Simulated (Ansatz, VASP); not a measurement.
# Two plane-wave programs on AlB2N3

```
Al B N
1.0
     2.76804    0.00000    0.00000
    -1.38402    2.39720    0.00000
     0.00000    0.00000   25.97745
Al B N
2 4 6
Cartesian
  0.0000 0.0000 6.4944
  0.0000 0.0000 19.4831
  0.0000 0.0000 23.8330
  0.0000 0.0000 15.1332
  0.0000 0.0000 2.1445
  0.0000 0.0000 10.8442
  1.3840 0.7991 19.4831
  1.3840 0.7991 2.1444
  1.3840 0.7991 10.8443
  0.0000 1.5981 23.8330
  0.0000 1.5981 6.4944
  0.0000 1.5981 15.1331
```

Alike in both runs: functional PBE; k mesh 12 × 12 × 1; occupations gaussian, width 0.02 eV; no spin polarisation.

Ansatz relaxed the structure, and its values are those at the end. VASP's run is a single point on that final structure, the one shown.

|  | VASP | Ansatz |
| --- | --- | --- |
| version | VASP 6.6.1 | Ansatz 0.2.0 |
| potentials or method | VASP PAW PBE potentials, release 64 (Al, B, N), cutoff 520 eV | scalar-relativistic, plane waves, PAW |
| valence electrons in the cell | 48 | 48 |

```csv
,VASP,Ansatz,Ansatz less VASP
gap on the k mesh at the Fermi level (eV),2.97,2.97,+0.005
least direct gap on the mesh (eV),2.97,2.97,+0.005
pressure (GPa),0.3,0.0,-0.32
```

The functional is the same, so the differences come from potentials, cutoffs and numerics.
